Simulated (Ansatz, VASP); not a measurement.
**One calculation of Be4Se3, two programs**

```
Be Se
1.0
     2.54763   -2.57252    0.00202
     2.54763    2.57252    0.00202
    -1.24036    0.00000    9.66845
Be Se
4 3
Direct
  0.10205 0.67813 0.90105
  0.98354 0.45145 0.36567
  0.54855 0.01646 0.63433
  0.32187 0.89795 0.09895
  0.57561 0.54945 0.77178
  0.01577 0.98423 0.50000
  0.45055 0.42439 0.22822
```

Change from the starting cell: the structure that the rattled cell fell into.

Alike in both runs: functional PBE; k mesh 10 × 10 × 4; occupations gaussian, width 0.02 eV; no spin polarisation.

Ansatz relaxed the structure, and its values are those at the end. VASP's run is a single point on that final structure, the one shown.

|  | VASP | Ansatz |
| --- | --- | --- |
| version | VASP 6.6.1 | Ansatz 0.2.0 |
| potentials or method | VASP PAW PBE potentials, release 64 (Be, Se), cutoff 520 eV | scalar-relativistic, plane waves, PAW |
| valence electrons in the cell | 26 | 56 |

|  | VASP | Ansatz | Ansatz less VASP |
| --- | --- | --- | --- |
| gap on the k mesh at the Fermi level (eV) | 0.62 | 0.63 | +0.003 |
| least direct gap on the mesh (eV) | 1.04 | 1.04 | -0.001 |
| pressure (GPa) | 0.1 | 0.0 | -0.15 |
| rms of the force components (eV/Å) | 0.003 | 0.002 | -0.0012 |

VASP's potentials hold 26 valence electrons a cell and Ansatz's 56, so a difference there can come from the potentials and not from the codes.
